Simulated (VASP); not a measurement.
Runs of VASP 6.6.1 on Sm3BRh. The structure is that of space group Pm-3m (No. 221), or close to it. The cells are those of the table. The cell was built from a structure type or drawn by symmetry, and may not be a known phase.

```tsv
task	spin	cell	k mesh	gap on the mesh (eV)	pressure (GPa)
single point	off	a = 5.008 Å, 5 atoms	4 × 4 × 4	none	0.6
single point	off	a = 5.008 Å, 5 atoms	8 × 8 × 8	none	(a)
relaxation of cell and atoms	off	relaxed from a = 4.710 Å, 5 atoms	4 × 4 × 4	none	0.1
single point	collinear, ferromagnetic start	a = 5.008 Å, 5 atoms	4 × 4 × 4	none	0.6
single point	off	a = 4.710 Å, 5 atoms	4 × 4 × 4	none	16.6
```

Alike in all rows: level PBE; potentials or basis VASP PAW PBE potentials, release 64 (Sm_3, B, Rh_pv), 4f in core; cutoff (eV) 500; smearing gaussian 0.1 eV.

Q: Estimate the missing entries.

A: (a) 0.5.

Caveats: spin-orbit coupling is left out, which moves the levels of the heavy elements; the 4f electrons are frozen in the core, so they carry no moment and show no levels; the magnetic or orbital state may not be the lowest (at least some runs); the cell stands under pressure (at least some runs).

A k mesh can miss the band edges, and the runs leave out spin-orbit coupling on Rh, Sm.

A gap of «none» marks levels without a gap at the run's occupations.
